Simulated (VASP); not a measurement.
Ir, 1 atom in the cell. It takes space group Fm-3m (No. 225, cubic). Conventional cell: a = 3.557 Å, b = 3.557 Å, c = 3.557 Å, α = 90.00°, β = 90.00°, γ = 90.00°. Within 3.3 Å of Ir (site symmetry m-3m) lie 12 Ir at 2.51 Å. 

- Program: VASP 6.6.1
- Task: single point
- Functional: LDA
- Potentials or basis: VASP PAW LDA potentials, release 64 (Ir)
- Cutoff: 520 eV
- k mesh: 48 × 48 × 48
- Occupations: gaussian, width 0.1 eV
- Spin: no spin polarisation
- Dipole correction: no
- Further INCAR settings: ALGO = Fast; EDIFF = 1e-06; NBANDS = 10

Potentials or basis: VASP PAW LDA potentials, release 64 (Ir).

The run is started by

```sh
$ cat potpaw_LDA.64/Ir/POTCAR > POTCAR
$ mpirun -np 1 vasp_std > vasp.out
```

Hardware: 1 thread of Intel Xeon 8259CL, with other jobs on the host.

**Question.** Estimate the wall time of this run.

**Answer.** Run time: 8.9 min on 1 thread of Intel Xeon 8259CL, on a shared host, peak memory 0.43 GiB. Counts: scf iterations 14, k points 2769.
